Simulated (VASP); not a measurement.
CdTe:

```
Cd Te
1.0
     0.00000    3.27990    3.27990
     3.27990    0.00000    3.27990
     3.27990    3.27990    0.00000
Cd Te
1 1
Direct
  0.00000 0.00000 0.00000
  0.25000 0.25000 0.25000
```

Base run:

```yaml
Program: VASP 6.6.1
Functional: PBE-based screened hybrid
Potentials_or_basis: VASP PAW PBE potentials, release 64 (Cd, Te)
Cutoff: 520 eV
k_mesh: 4 × 4 × 4
Occupations: gaussian, width 0.01 eV
Spin: no spin polarisation
```

Its results: band gap on the k mesh 0.80 eV, direct; pressure 1.1 GPa.

Problem. After a change of settings the same cell gave: band gap on the k mesh 1.39 eV, direct; pressure 0.2 GPa. Which change was it?
A. functional from PBE-based screened hybrid to PBE-based global hybrid; share of exact exchange from 0.05 to 0.3
B. functional from PBE-based screened hybrid to r2SCAN; further incar settings from ALGO = Normal; EDIFF = 1e-06; NBANDS = 16 to ALGO = Normal; EDIFF = 1e-07; NBANDS = 16
C. share of exact exchange from 0.05 to 0.5; screening parameter from 0.2078 1/Å to 0.5 1/Å
D. functional from PBE-based screened hybrid to PBE; occupations from gaussian, width 0.01 eV to gaussian, width 0.2 eV

Solution. C.

Caveats: the PAW data sets were made with another functional, which shifts forces and pressure a little; spin-orbit coupling is left out, which moves the levels of the heavy elements.
